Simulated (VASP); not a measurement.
# NaF (I4/mmm) in VASP: a series of runs

The runs below take NaF through single point, with PBE.

Everything below comes from runs of VASP 6.6.1. Logs are shortened: lines on timing, memory, paths and dates and some standing lists are left out, and cuts for length are marked.

## Step 1: The cell of the first run

Symmetry: I4/mmm, No. 139, tetragonal system. The conventional cell has a = 3.286 Å, b = 3.286 Å, c = 4.554 Å, α = 90.00°, β = 90.00°, γ = 90.00°. Na (site symmetry 4/mmm) has 6 F at 2.28 to 2.32 Å within 3.0 Å. Within 3.0 Å of F (site symmetry 4/mmm) lie 6 Na at 2.28 to 2.32 Å.

## Step 2: Single point, PBE (strain -0.0200 x Voigt [0, 0, 1, 0, 0, 0])

INCAR

```
ALGO = Normal
EDIFF = 1E-7
ENCUT = 520
GGA = PE
ISIF = 2
ISMEAR = 0
LASPH = True
LCHARG = False
LREAL = False
LWAVE = False
NBANDS = 14
NELM = 100
PREC = Accurate
SIGMA = 0.05
```

KPOINTS

```
k-points
0
Gamma
  8 8 8
```

POSCAR

```
NaF
1.0
    0.0000000000      2.3233000000      2.2768340000
    2.3233000000      0.0000000000      2.2768340000
    2.3233000000      2.3233000000      0.0000000000
Na F
1 1
Direct
    0.0000000000      0.0000000000      0.0000000000
    0.5000000000      0.5000000000      0.5000000000
```

Potentials or basis: VASP PAW PBE potentials, release 64 (Na_pv, F).

Started as:

```bash
> cat potpaw_PBE.64/Na_pv/POTCAR potpaw_PBE.64/F/POTCAR > POTCAR
> mpirun -np 1 vasp_std > vasp.out
```

OUTCAR:

```text
EDIFF = 1E-7
   ENCUT = 520
   GGA = PE
   ISIF = 2
   ISMEAR = 0
   LASPH = True
   LREAL = False
   NELM = 100
   PREC = Accurate

 ion  position               nearest neighbor table
   1  0.000  0.000  0.000-   2 2.28   2 2.28   2 2.32   2 2.32   2 2.32   2 2.32
   2  0.500  0.500  0.500-   1 2.28   1 2.28   1 2.32   1 2.32   1 2.32   1 2.32

  LATTYP: Found a body centered tetragonal cell.
 ALAT       =     3.2856423695
 C/A-ratio  =     1.3859292911

  Lattice vectors:

 A1 = (   0.0000000000,  -2.3233000000,  -2.2768340000)
 A2 = (   0.0000000000,   2.3233000000,  -2.2768340000)
 A3 = (   2.3233000000,   0.0000000000,   2.2768340000)

Analysis of symmetry for initial positions (statically):
=====================================================================
 Subroutine PRICEL returns:
 Original cell was already a primitive cell.

 Routine SETGRP: Setting up the symmetry group for a
 body centered tetragonal supercell.

 Subroutine GETGRP returns: Found 16 space group operations
 (whereof 16 operations were pure point group operations)
 out of a pool of 16 trial point group operations.

The static configuration has the point symmetry D_4h.

Analysis of symmetry for dynamics (positions and initial velocities):
=====================================================================
 Subroutine PRICEL returns:
 Original cell was already a primitive cell.

 Routine SETGRP: Setting up the symmetry group for a
 body centered tetragonal supercell.

 Subroutine GETGRP returns: Found 16 space group operations
 (whereof 16 operations were pure point group operations)
 out of a pool of 16 trial point group operations.

The dynamic configuration has the point symmetry D_4h.

 Subroutine INISYM returns: Found 16 space group operations
 (whereof 16 operations are pure point group operations),
 and found     1 'primitive' translations

----------------------------------------------------------------------------------------

                                     Primitive cell

  volume of cell :      24.5794

  direct lattice vectors                    reciprocal lattice vectors
     0.000000000  2.323300000  2.276834000    -0.215211122  0.215211122  0.219603186
     2.323300000  0.000000000  2.276834000     0.215211122 -0.215211122  0.219603186
     2.323300000  2.323300000  0.000000000     0.215211122  0.215211122 -0.219603186

  length of vectors
     3.252951883  3.252951883  3.285642369     0.375309490  0.375309490  0.375309490

  position of ions in fractional coordinates (direct lattice)
     0.000000000  0.000000000  0.000000000
     0.500000000  0.500000000  0.500000000

  ion indices of the primitive-cell ions
   primitive index   ion index
                 1           1
                 2           2

----------------------------------------------------------------------------------------

 KPOINTS: k-points

Automatic generation of k-mesh.
 Grid dimensions read from file:
 generate k-points for:    8    8    8

 Generating k-lattice:

  Cartesian coordinates                     Fractional coordinates (reciprocal lattice)
    -0.026901390  0.026901390  0.027450398     0.125000000  0.000000000  0.000000000
     0.026901390 -0.026901390  0.027450398     0.000000000  0.125000000  0.000000000
     0.026901390  0.026901390 -0.027450398     0.000000000  0.000000000  0.125000000

  Length of vectors
     0.046913686  0.046913686  0.046913686

  Shift w.r.t. Gamma in fractional coordinates (k-lattice)
     0.000000000  0.000000000  0.000000000

 Subroutine IBZKPT returns following result:
 ===========================================

 Found     59 irreducible k-points:

 Following reciprocal coordinates:
            Coordinates               Weight
  0.000000  0.000000  0.000000      1.000000
  0.125000  0.000000  0.000000      8.000000
  0.250000  0.000000  0.000000      8.000000
  0.375000 -0.000000  0.000000      8.000000
  0.500000  0.000000  0.000000      4.000000
  0.125000  0.125000  0.000000      2.000000
[... 16 lines left out ...]
  0.250000  0.000000  0.125000     16.000000
  0.375000 -0.000000  0.125000     16.000000
 [... further k-points ...]
   k-points           NKPTS =     59   k-points in BZ     NKDIM =     59   number of bands    NBANDS=     14
   number of dos      NEDOS =    301   number of ions     NIONS =      2
   total plane-waves  NPLWV =  13824
   dimension x,y,z NGX =    24 NGY =   24 NGZ =   24
   dimension x,y,z NGXF=    48 NGYF=   48 NGZF=   48
   ions per type =               1   1
   NGX,Y,Z   is equivalent  to a cutoff of  12.27, 12.27, 12.14 a.u.
   NGXF,Y,Z  is equivalent  to a cutoff of  24.53, 24.53, 24.29 a.u.
 SYSTEM =  unknown system
   PREC   = accura    normal or accurate (medium, high low for compatibility)
   ISTART =      0    job   : 0-new  1-cont  2-samecut
   ICHARG =      2    charge: 1-file 2-atom 10-const
   ISPIN  =      1    spin polarized calculation?
   LNONCOLLINEAR =      F non collinear calculations
   LSORBIT =      F    spin-orbit coupling
   LASPH  =      T    aspherical Exc in radial PAW
   ENCUT  =  520.0 eV  38.22 Ry    6.18 a.u.   6.05  6.05  6.11*2*pi/ulx,y,z
   NELM   =    100;   NELMIN=  2; NELMDL= -5     # of ELM steps
   EDIFF  = 0.1E-06   stopping-criterion for ELM
   LREAL  =      F    real-space projection
   EDIFFG = 0.1E-05   stopping-criterion for IOM
   NSW    =      0    number of steps for IOM
   IBRION =     -1    ionic relax: 0-MD 1-quasi-New 2-CG
   NFREE  =      0    steps in history (QN), initial steepest desc. (CG)
   ISIF   =      2    stress and relaxation
   ISYM   =      2    0-nonsym 1-usesym 2-fastsym
   POTIM  = 0.5000    time-step for ionic-motion
   TEBEG  =    0.0;   TEEND  =   0.0 temperature during run
   PSTRESS=    0.0 pullay stress
   NELECT =      14.0000    total number of electrons
   NUPDOWN=      -1.0000    fix difference up-down
   EMIN   =  10.00;   EMAX   =-10.00  energy-range for DOS
   EFERMI =   0.00;   METHOD = LEGACY
   ISMEAR =     0;   SIGMA  =   0.05  broadening in eV -4-tet -1-fermi 0-gaus
   EFERMI_NEDOS =   21; number of points for ismear=-14 and -15
   IALGO  =     38    algorithm
   IMIX   =      4    mixing-type and parameters
     AMIX     =   0.40;   BMIX     =  1.00
     AMIX_MAG =   1.60;   BMIX_MAG =  1.00
  volume/ion in A,a.u.               =      12.29        82.94
  Fermi-wavevector in a.u.,A,eV,Ry     =   1.357043  2.564439 25.056013  1.841565
  Thomas-Fermi vector in A             =   2.483995
   LORBIT       =      0    0 simple, 1 ext, 2 COOP (PROOUT), +10 PAW based schemes
   GGA     = PE    functional components
   LHFCALC =     F    Hartree Fock is set to
   AEXX    =    0.0000 exact exchange contribution
   IVDW    =     0    specifies the selected vdW correction
   LEPSILON=     F    determine dielectric tensor
   LRPA    =     F    only Hartree local field effects (RPA)
 non-spin polarized calculation
 Gauss-broadening in eV      SIGMA  =   0.05
  energy-cutoff  :      520.00
  volume of cell :       24.58
 maximum number of plane-waves:       672
   NGX = 13   NGY = 13   NGZ = 13

 number of electron      13.9999985 magnetization

 Free energy of the ion-electron system (eV)
  ---------------------------------------------------
  ext. energy  EPLUGINS =         0.00000000
  ---------------------------------------------------
  free energy    TOTEN  =        -8.55461032 eV

  energy without entropy =       -8.55461032  energy(sigma->0) =       -8.55461032

 E-fermi :  -1.7607     XC(G=0):  -9.2119

 val. band max:       -2.0311109409   @ k =   0.0000   0.0000   0.0000
 cond. band min:       4.3331261640   @ k =   0.0000   0.0000   0.0000
 fundamental gap:      6.3642371049
 Fermi energy:        -1.7606770337

 k-point     1 :       0.0000    0.0000    0.0000
  band No.  band energies     occupation
      1     -21.2253      2.00000
      2     -20.9430      2.00000
      3     -20.9430      2.00000
      4     -20.9361      2.00000
      5      -2.0314      2.00000
      6      -2.0311      2.00000
      7      -2.0311      2.00000
      8       4.3331      0.00000
      9      16.9882      0.00000
     10      16.9882      0.00000
     11      17.1305      0.00000
     12      19.9245      0.00000
     13      21.8166      0.00000
     14      22.4096      0.00000

 k-point     2 :       0.1250    0.0000    0.0000
  band No.  band energies     occupation
      1     -21.4169      2.00000
      2     -20.9452      2.00000
      3     -20.9403      2.00000
      4     -20.7280      2.00000
      5      -2.3312      2.00000
      6      -2.0714      2.00000
      7      -2.0691      2.00000
      8       4.8840      0.00000
      9      15.2968      0.00000
     10      17.2217      0.00000
     11      17.3348      0.00000
     12      21.2807      0.00000
     13      21.7766      0.00000
     14      21.8674      0.00000

 k-point     3 :       0.2500    0.0000    0.0000
  band No.  band energies     occupation
      1     -21.6453      2.00000
      2     -20.9506      2.00000
      3     -20.9439      2.00000
      4     -20.4483      2.00000
      5      -2.9417      2.00000
      6      -2.1674      2.00000
      7      -2.1592      2.00000
      8       6.2122      0.00000
      9      13.2035      0.00000
     10      17.7193      0.00000
     11      17.9153      0.00000
     12      20.6748      0.00000
     13      21.0900      0.00000
     14      22.5207      0.00000

 k-point     4 :       0.3750   -0.0000    0.0000
  band No.  band energies     occupation
      1     -21.7959      2.00000
      2     -20.9560      2.00000
      3     -20.9474      2.00000
      4     -20.2456      2.00000
      5      -3.4529      2.00000
      6      -2.2614      2.00000
      7      -2.2477      2.00000
      8       7.7869      0.00000
      9      11.5296      0.00000
     10      17.9961      0.00000
     11      18.3299      0.00000
     12      20.7020      0.00000
     13      20.9987      0.00000
     14      22.0737      0.00000

 k-point     5 :       0.5000    0.0000    0.0000
  band No.  band energies     occupation
      1     -21.8478      2.00000
      2     -20.9582      2.00000
      3     -20.9488      2.00000
      4     -20.1716      2.00000
      5      -3.6453      2.00000
      6      -2.2998      2.00000
      7      -2.2840      2.00000
      8       8.8250      0.00000
      9      10.5394      0.00000
     10      18.0209      0.00000
     11      18.4087      0.00000
[... 276 lines left out ...]
 k-point    22 :       0.1250    0.0000    0.1250
  band No.  band energies     occupation
      1     -21.4181      2.00000
      2     -20.9502      2.00000
      3     -20.9444      2.00000
      4     -20.7170      2.00000
      5      -2.3772      2.00000
      6      -2.0976      2.00000
      7      -2.0927      2.00000
      8       5.0519      0.00000
      9      15.1113      0.00000
     10      17.1743      0.00000
     11      17.2545      0.00000
     12      20.1257      0.00000
     13      22.6656      0.00000
     14      22.6684      0.00000

 k-point    23 :       0.2500    0.0000    0.1250
  band No.  band energies     occupation
      1     -21.5625      2.00000
      2     -20.9565      2.00000
      3     -20.9506      2.00000
      4     -20.5345      2.00000
      5      -2.8074      2.00000
      6      -2.1867      2.00000
      7      -2.1759      2.00000
      8       6.0993      0.00000
      9      13.5848      0.00000
     10      17.4461      0.00000
     11      17.5244      0.00000
     12      19.0172      0.00000
     13      22.5563      0.00000
     14      24.0899      0.00000

 k-point    24 :       0.3750   -0.0000    0.1250
  band No.  band energies     occupation
      1     -21.7038      2.00000
      2     -20.9631      2.00000
      3     -20.9564      2.00000
      4     -20.3455      2.00000
      5      -3.2698      2.00000
      6      -2.3180      2.00000
      7      -2.2644      2.00000
      8       7.5958      0.00000
      9      12.0530      0.00000
     10      17.1176      0.00000
     11      17.8812      0.00000
     12      19.1068      0.00000
     13      22.2507      0.00000
     14      23.9437      0.00000

 [... further k-points ...]

------------------------ aborting loop because EDIFF is reached ----------------------------------------

  FORCE on cell =-STRESS in cart. coord.  units (eV):
  Direction    XX          YY          ZZ          XY          YZ          ZX
  --------------------------------------------------------------------------------------
  -------------------------------------------------------------------------------------
  Total        0.3203351      0.3203351      0.6263769      0.0000000     -0.0000000     -0.0000000
  in kB       20.8806075     20.8806075     40.8295259      0.0000000     -0.0000000     -0.0000000
  external PRESSURE =      27.5302469 kB  Pullay stress =       0.0000000 kB

 VOLUME and BASIS-vectors are now :
 -----------------------------------------------------------------------------
  energy-cutoff  :      520.00
  volume of cell :       24.58
      direct lattice vectors                 reciprocal lattice vectors
     0.000000000  2.323300000  2.276834000    -0.215211122  0.215211122  0.219603186
     2.323300000  0.000000000  2.276834000     0.215211122 -0.215211122  0.219603186
     2.323300000  2.323300000  0.000000000     0.215211122  0.215211122 -0.219603186

 POSITION                                       TOTAL-FORCE (eV/Angst)
 -----------------------------------------------------------------------------------
      0.00000      0.00000      0.00000         0.000000      0.000000      0.000000
      2.32330      2.32330      2.27683         0.000000      0.000000      0.000000
 -----------------------------------------------------------------------------------
    total drift:                                0.000000     -0.000000      0.000000

  FREE ENERGIE OF THE ION-ELECTRON SYSTEM (eV)
  ---------------------------------------------------
  free  energy   TOTEN  =        -8.5546103175 eV

  energy  without entropy=       -8.5546103175  energy(sigma->0) =       -8.55461032
```

It took 9.6 s on 1 thread of Intel Xeon Platinum 8259CL at 2.50GHz (Skylake/Cascade Lake), shared host; peak memory 0.14 GiB.

Results:

| Quantity | Value |
| --- | --- |
| Free energy | -8.5546 eV |
| Pressure | 2.8 GPa |
| Band gap on the k mesh | 6.36 eV |

Caveat: the cell differs from its parent crystal (strain -0.0200 x Voigt [0, 0, 1, 0, 0, 0]).

## Step 3: Single point, PBE (strain -0.0100 x Voigt [0, 0, 1, 0, 0, 0])

INCAR

```
ALGO = Normal
EDIFF = 1E-6
ENCUT = 520
GGA = PE
ISIF = 2
ISMEAR = 0
LASPH = T
LCHARG = F
LREAL = F
LWAVE = F
NBANDS = 14
NELM = 100
PREC = Accurate
SIGMA = 0.05
```

KPOINTS is that of step 2.

POSCAR

```
NaF
1.0
    0.0000000000      2.3233000000      2.3000670000
    2.3233000000      0.0000000000      2.3000670000
    2.3233000000      2.3233000000      0.0000000000
Na F
1 1
Direct
    0.0000000000      0.0000000000      0.0000000000
    0.5000000000      0.5000000000      0.5000000000
```

Potentials or basis: VASP PAW PBE potentials, release 64 (Na_pv, F).

Started as:

```bash
> cat potpaw_PBE.64/Na_pv/POTCAR potpaw_PBE.64/F/POTCAR > POTCAR
> mpirun -np 1 vasp_std > vasp.out
```

Wall time 8.7 s (1 thread of Intel Xeon Platinum 8259CL at 2.50GHz (Skylake/Cascade Lake), shared host); peak memory 0.14 GiB.

It converged, with:

| Property | Result |
| --- | --- |
| Free energy | -8.5603 eV |
| Pressure | 2.1 GPa |
| Band gap on the k mesh | 6.31 eV |

Stress tensor (GPa, compression positive):
```
1.81 0.00 0.00
0.00 1.81 0.00
0.00 0.00 2.74
```

Levels at points of the mesh, in eV from the valence-band top:
```tsv
k point	band 4	band 5	band 6	band 7	band 8	band 9	band 10	band 11
(0.00, 0.00, 0.00)	-18.94	0.00	0.00	0.00	6.31	18.97	18.97	19.04
(0.50, 0.00, 0.00)	-18.17	-1.59	-0.26	-0.25	10.79	12.48	20.04	20.23
(0.50, 0.50, 0.00)	-18.92	-1.26	-0.42	-0.42	13.25	13.26	13.65	19.71
(0.50, 0.00, 0.50)	-18.93	-1.28	-0.41	-0.39	13.12	13.34	13.61	19.78
```

Caveat: the cell differs from its parent crystal (strain -0.0100 x Voigt [0, 0, 1, 0, 0, 0]).

(Continued in part 2 of 2.)
